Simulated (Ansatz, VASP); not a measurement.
**One calculation of MnF2, two programs**

```
Mn F
1.0
     4.93518    0.00000    0.00000
     0.00000    4.93518    0.00000
     0.00000    0.00000    3.32138
Mn F
2 4
Direct
  0.00000 0.00000 0.00000
  0.50000 0.50000 0.50000
  0.30349 0.30349 0.00000
  0.19651 0.80349 0.50000
  0.69651 0.69651 0.00000
  0.80349 0.19651 0.50000
```

Alike in both runs: functional PBE; k mesh 5 × 5 × 7; collinear spin.

Ansatz relaxed the structure, and its values are those at the end. VASP's run is a single point on that final structure, the one shown.

|  | VASP | Ansatz |
| --- | --- | --- |
| version | VASP 6.6.1 | Ansatz 0.2.0 |
| potentials or method | VASP PAW PBE potentials, release 64 (Mn_pv, F) | scalar-relativistic, plane waves, PAW |
| plane-wave cutoff (eV) | 520 | 420 |
| occupations | gaussian, width 0.01 eV | fixed |
| valence electrons in the cell | 54 | 58 |

```csv
,VASP,Ansatz,Ansatz less VASP
gap on the k mesh at the Fermi level (eV),2.27,2.24,-0.026
least direct gap on the mesh (eV),2.32,2.29,-0.026
pressure (GPa),0.0,0.0,+0.03
net moment per atom (μB),0.00,0.00,0.000
size of the moment on the site where the two differ most (μB),4.54,4.17,-0.379
```

Site moments also hang on the region over which each program counts them. VASP's potentials hold 54 valence electrons a cell and Ansatz's 58, so a difference there can come from the potentials and not from the codes. Ansatz's warnings: metallic iterate.
